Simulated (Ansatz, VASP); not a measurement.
# PbS in VASP and in Ansatz

INCAR

```
SYSTEM = PbS
PREC = Accurate ; ENCUT = 520
EDIFF = 1E-6 ; ISMEAR = 0
SIGMA = 0.03 ; LREAL = .False.
LASPH = .True. ; NELM = 80
ALGO = Normal ; ISIF = 2
LWAVE = .False. ; LCHARG = .False.
GGA = PE ; IVDW = 12
NBANDS = 50
```

File KPOINTS:

```
Automatic mesh
0
Gamma
  8 8 3
  0 0 0
```

Contents of POSCAR:

```
PbS
1.0
   -2.9671314639     -2.9671314639      0.0000000000
    2.9671314639     -2.9671314639      0.0000000000
   -1.4835657320      0.0000000000     11.8685258554
Pb S
4 4
Direct
    0.4687500000      0.5312500000      0.1250000000
   -0.0937500000      0.0937500000      0.3750000000
    0.3437500000      0.6562500000      0.6250000000
   -0.2187500000      0.2187500000      0.8750000000
   -0.0312500000      0.0312500000      0.1250000000
    0.4062500000      0.5937500000      0.3750000000
   -0.1562500000      0.1562500000      0.6250000000
    0.2812500000      0.7187500000      0.8750000000
```

Input for Ansatz:

```yaml
crystal:
  lattice:
    - [-2.9671314639, -2.9671314639, 0.0]
    - [2.9671314639, -2.9671314639, 0.0]
    - [-1.483565732, 0.0, 11.8685258554]
  atoms:
    - { symbol: Pb, position: [0.46875, 0.53125, 0.125] }
    - { symbol: Pb, position: [-0.09375, 0.09375, 0.375] }
    - { symbol: Pb, position: [0.34375, 0.65625, 0.625] }
    - { symbol: Pb, position: [-0.21875, 0.21875, 0.875] }
    - { symbol: S, position: [-0.03125, 0.03125, 0.125] }
    - { symbol: S, position: [0.40625, 0.59375, 0.375] }
    - { symbol: S, position: [-0.15625, 0.15625, 0.625] }
    - { symbol: S, position: [0.28125, 0.71875, 0.875] }
basis:
  ecutwfc: 420
kpoints:
  mp_grid: { grid: [8, 8, 3] }
hamiltonian:
  xc: pbe
  dispersion: d3bj
scf:
  occupations: { method: gaussian, width: 0.03 }
output:
  forces: true
  stress: true
  eigenvalues: true
```

Alike in both runs: task single point; functional PBE; dispersion D3(BJ); k mesh 8 × 8 × 3; occupations gaussian, width 0.03 eV; no spin polarisation.

|  | VASP | Ansatz |
| --- | --- | --- |
| version | VASP 6.6.1 | Ansatz 0.2.0 |
| potentials or method | VASP PAW PBE potentials, release 64 (Pb_d, S), cutoff 520 eV | scalar-relativistic, plane waves, PAW |
| valence electrons in the cell | 80 | 80 |

|  | VASP | Ansatz | Ansatz less VASP |
| --- | --- | --- | --- |
| gap on the k mesh at the Fermi level (eV) | 0.65 | 0.64 | -0.003 |
| least direct gap on the mesh (eV) | 0.65 | 0.64 | -0.003 |
| pressure (GPa) | -0.8 | -0.7 | +0.07 |
| traceless stress, the component that is largest in VASP (GPa) | 1.65 | 1.65 | -0.001 |
| rms of the force components (eV/Å) | 0.261 | 0.261 | -0.0001 |

Atom by atom the forces differ by 0.001 eV/Å (rms over components).

Spin-orbit coupling is off throughout.
